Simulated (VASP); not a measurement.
Wanted: the native input for a VASP 6.6.1 run.

| Property | Result |
| --- | --- |
| Task | single point |
| Functional | RPBE |
| Potentials or basis | VASP PAW PBE potentials, release 64 (V_sv) |
| Cutoff | 520 eV |
| k mesh | 9 × 9 × 15 |
| Occupations | fermi-dirac, width 0.1 eV |
| Spin | no spin polarisation |
| Dipole correction | no |
| Further INCAR settings | ALGO = Normal; EDIFF = 1e-06; NBANDS = 26 |

The structure of V lies in POSCAR:

```
V
1.0
    4.5442040390      0.0000000000      0.0000000000
   -2.2721020195      3.9353961378      0.0000000000
    0.0000000000      0.0000000000      2.4457319495
V
3
Direct
    0.0000000000      1.0000000000      0.0000000000
    0.3333333333      0.6666666667      0.5000000000
    0.6666666667      0.3333333333      0.5000000000
```

This isn't the form of V at room conditions, which is bcc.

These files were run (other wordings do the same):

INCAR

```
ALGO = Normal ; EDIFF = 1E-6
ENCUT = 520 ; GGA = RP
ISIF = 2 ; ISMEAR = -1
LASPH = True ; LCHARG = True
LELF = True ; LREAL = False
LVHAR = True ; LWAVE = False
NBANDS = 26 ; NELM = 100
PREC = Accurate ; SIGMA = 0.1
```

KPOINTS

```
k-points
0
Gamma
  9 9 15
```

Potentials or basis: VASP PAW PBE potentials, release 64 (V_sv).

Command:

```console
$ cat potpaw_PBE.64/V_sv/POTCAR > POTCAR
$ mpirun -np 1 vasp_std > vasp.out
```

It gave:

```
Pressure               : -5.8 GPa
Band gap on the k mesh : zero (an odd number of electrons rules out a gap without spin polarisation)
```

Caveat: the cell stands under tension; the PAW data sets were made with another functional, which shifts forces and pressure a little.

Wall time 2.6 min on 1 thread of Intel Xeon 8259CL, on a shared host, peak memory 0.21 GiB.
